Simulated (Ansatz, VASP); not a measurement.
## GePt in VASP and in Ansatz

```
Ge Pt
1.0
     5.83002    0.00000    0.00000
     0.00000    3.74406    0.00000
     0.00000    0.00000    6.17672
Ge Pt
4 4
Direct
  0.18579 0.25000 0.58790
  0.31421 0.75000 0.08790
  0.68579 0.25000 0.91210
  0.81421 0.75000 0.41210
  0.99784 0.25000 0.19220
  0.50216 0.75000 0.69220
  0.49784 0.25000 0.30780
  0.00216 0.75000 0.80780
```

Alike in both runs: functional PBE; k mesh 4 × 6 × 4; occupations gaussian, width 0.1 eV; no spin polarisation.

Ansatz relaxed the structure, and its values are those at the end. VASP's run is a single point on that final structure, the one shown.

|  | VASP | Ansatz |
| --- | --- | --- |
| version | VASP 6.6.1 | Ansatz 0.2.0 |
| potentials or method | VASP PAW PBE potentials, release 64 (Ge_d, Pt), cutoff 520 eV | scalar-relativistic, plane waves, PAW |
| valence electrons in the cell | 96 | 128 |

```csv
,VASP,Ansatz,Ansatz less VASP
gap on the k mesh at the Fermi level (eV),none,none,-
pressure (GPa),0.0,0.1,+0.03
rms of the force components (eV/Å),0.008,0.008,-0.0006
```

A gap of «none» marks a metal or a gap that the smearing closes. VASP's potentials hold 96 valence electrons a cell and Ansatz's 128, so a difference there can come from the potentials and not from the codes.

Neither program's run includes spin-orbit coupling.
